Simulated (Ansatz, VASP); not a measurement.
Two plane-wave programs on BN

File INCAR:

```
SYSTEM = BN
  PREC = Accurate
  ENCUT = 520
  EDIFF = 1E-7
  ISMEAR = 0
  SIGMA = 0.05
  LREAL = .FALSE.
  LASPH = .TRUE.
  NELM = 80
  ALGO = Normal
  ISIF = 2
  LWAVE = .FALSE.
  LCHARG = .TRUE.
  GGA = PS
  LELF = .TRUE.
  LVHAR = .TRUE.
  NBANDS = 16
```

Contents of KPOINTS:

```
Automatic mesh
0
G
  12 12 4
  0 0 0
```

File POSCAR:

```
BN
1.0
    2.5043488457      0.0000000000      0.0000000000
   -1.2521744229      2.1688297203      0.0162662229
    0.0000000000      0.0526432176      7.0190956742
B N
2 2
Direct
    0.3333333333      0.6666666667      0.2500000000
    0.6666666667      0.3333333333      0.7500000000
    0.3333333333      0.6666666667      0.7500000000
    0.6666666667      0.3333333333      0.2500000000
```

Input for Ansatz:

```yaml
crystal:
  lattice:
    - [2.5043488457, 0.0, 0.0]
    - [-1.2521744229, 2.1688297203, 0.0162662229]
    - [0.0, 0.0526432176, 7.0190956742]
  atoms:
    - { symbol: B, position: [0.3333333333, 0.6666666667, 0.25] }
    - { symbol: B, position: [0.6666666667, 0.3333333333, 0.75] }
    - { symbol: "N", position: [0.3333333333, 0.6666666667, 0.75] }
    - { symbol: "N", position: [0.6666666667, 0.3333333333, 0.25] }
basis:
  ecutwfc: 420
kpoints:
  mp_grid: { grid: [12, 12, 4] }
hamiltonian:
  xc: pbesol
scf:
  occupations: { method: gaussian, width: 0.05 }
output:
  forces: true
  stress: true
  eigenvalues: true
```

Change from the starting cell: strain +0.0150 x Voigt [0, 0, 0, 1, 0, 0], atoms carried along.

Alike in both runs: task single point; functional PBEsol; k mesh 12 × 12 × 4; occupations gaussian, width 0.05 eV; no spin polarisation.

```csv
,VASP,Ansatz
version,VASP 6.6.1,Ansatz 0.2.0
potentials or method,"VASP PAW PBE potentials, release 64 (B, N), cutoff 520 eV","scalar-relativistic, plane waves, PAW"
valence electrons in the cell,16,16
```

VASP gave:

| Property | Result |
| --- | --- |
| gap on the k mesh at the Fermi level (eV) | 4.24 |
| least direct gap on the mesh (eV) | 4.54 |
| pressure (GPa) | 0.3 |
| traceless stress, the component that is largest in VASP (GPa) | -0.39 |

Q: Which values does Ansatz return?

A: gap on the k mesh at the Fermi level (eV): 4.25; least direct gap on the mesh (eV): 4.55; pressure (GPa): 0.0; traceless stress, the component that is largest in VASP (GPa): 0.04.

VASP's potentials were made for PBE, not for PBEsol.
